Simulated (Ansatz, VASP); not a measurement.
## ZrC in VASP and in Ansatz

The input INCAR:

```
SYSTEM = ZrC
PREC = Accurate
ENCUT = 520
EDIFF = 1E-6
ISMEAR = 0
SIGMA = 0.15
LREAL = .FALSE.
LASPH = .TRUE.
NELM = 60
ALGO = Normal
ISIF = 2
LWAVE = .FALSE.
LCHARG = .FALSE.
GGA = PE
NBANDS = 15
```

File KPOINTS:

```
Automatic mesh
0
G
  18 18 18
  0 0 0
```

Contents of POSCAR:

```
ZrC
1.0
    0.0000000000      2.4442184000      2.3502100000
    2.4442184000      0.0000000000      2.3502100000
    2.4442184000      2.4442184000      0.0000000000
Zr C
1 1
Direct
    0.5000000000      0.5000000000      0.5000000000
    0.0000000000      0.0000000000      0.0000000000
```

Input for Ansatz:

```yaml
crystal:
  lattice:
    - [0.0, 2.4442184, 2.35021]
    - [2.4442184, 0.0, 2.35021]
    - [2.4442184, 2.4442184, 0.0]
  atoms:
    - { symbol: Zr, position: [0.5, 0.5, 0.5] }
    - { symbol: C, position: [0.0, 0.0, 0.0] }
basis:
  ecutwfc: 420
kpoints:
  mp_grid: { grid: [18, 18, 18] }
hamiltonian:
  xc: pbe
scf:
  occupations: { method: gaussian, width: 0.15 }
output:
  forces: true
  stress: true
  eigenvalues: true
```

Change from the starting cell: strain +0.040 along x and y, +0.000 along z, atoms carried along.

Alike in both runs: task single point; functional PBE; k mesh 18 × 18 × 18; occupations gaussian, width 0.15 eV; no spin polarisation.

```csv
,VASP,Ansatz
version,VASP 6.6.1,Ansatz 0.2.0
potentials or method,"VASP PAW PBE potentials, release 64 (Zr_sv, C), cutoff 520 eV","scalar-relativistic, plane waves, PAW"
valence electrons in the cell,16,16
```

Ansatz gave:

| Item | Value |
| --- | --- |
| gap on the k mesh at the Fermi level (eV) | none |
| pressure (GPa) | -13.4 |
| traceless stress, the component that is largest in VASP (GPa) | 6.94 |

Problem. What did VASP give for the same quantities?

Solution. gap on the k mesh at the Fermi level (eV): none; pressure (GPa): -13.2; traceless stress, the component that is largest in VASP (GPa): 7.00.

A gap of «none» marks a metal or a gap that the smearing closes. With one functional, cell and mesh, what is left measures potentials, basis and numerics.
